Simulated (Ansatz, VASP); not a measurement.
## Na3F2 in VASP and in Ansatz

```
Na F
1.0
     1.69309    0.97751    8.64349
    -1.69309    0.97751    8.64349
     0.00000   -1.95501    8.64349
Na F
3 2
Direct
  0.00000 0.00000 0.00000
  0.22884 0.22884 0.22884
  0.77116 0.77116 0.77116
  0.38520 0.38520 0.38520
  0.61480 0.61480 0.61480
```

Alike in both runs: functional PBE; k mesh 6 × 6 × 6; occupations gaussian, width 0.1 eV; no spin polarisation.

Ansatz relaxed the structure, and its values are those at the end. VASP's run is a single point on that final structure, the one shown.

|  | VASP | Ansatz |
| --- | --- | --- |
| version | VASP 6.6.1 | Ansatz 0.2.0 |
| potentials or method | VASP PAW PBE potentials, release 64 (Na_pv, F), cutoff 520 eV | scalar-relativistic, plane waves, PAW |
| valence electrons in the cell | 35 | 41 |

|  | VASP | Ansatz | Ansatz less VASP |
| --- | --- | --- | --- |
| gap on the k mesh at the Fermi level (eV) | none | none | - |
| pressure (GPa) | -0.1 | 0.0 | +0.08 |
| rms of the force components (eV/Å) | 0.005 | 0.003 | -0.0017 |

A gap of «none» marks a metal or a gap that the smearing closes. VASP's potentials hold 35 valence electrons a cell and Ansatz's 41, so a difference there can come from the potentials and not from the codes.
